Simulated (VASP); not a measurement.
Ni, 1 atom in the cell. The structure is cubic, space group Fm-3m (No. 225). Conventional cell: a = 3.536 Å, b = 3.536 Å, c = 3.536 Å, α = 90.00°, β = 90.00°, γ = 90.00°. Ni (site symmetry m-3m) has 12 Ni at 2.50 Å within 3.3 Å. 

| Item | Value |
| --- | --- |
| Program | VASP 6.6.1 |
| Task | electric field gradients |
| Functional | PBE |
| Potentials or basis | VASP PAW PBE potentials, release 64 (Ni) |
| Cutoff | 520 eV |
| k mesh | 18 × 18 × 18 |
| Occupations | fermi-dirac, width 0.05 eV |
| Spin | collinear spin, ferromagnetic start |
| Starting moments | [1.5] μB |
| Dipole correction | no |
| Further INCAR settings | ALGO = Normal; EDIFF = 1e-08; NBANDS = 15 |

Potentials or basis: VASP PAW PBE potentials, release 64 (Ni).

Run with:

```sh
$ cat potpaw_PBE.64/Ni/POTCAR > POTCAR
$ mpirun -np 1 vasp_std > vasp.out
```

Hardware: 1 thread of AMD EPYC 7R13 Processor (Zen 3), with other jobs on the host.

Estimate the wall time of this run.

It took 74 s on 1 thread of AMD EPYC 7R13 Processor (Zen 3) (shared host), peak memory 0.14 GiB. Counts: scf iterations 16, k points 195.
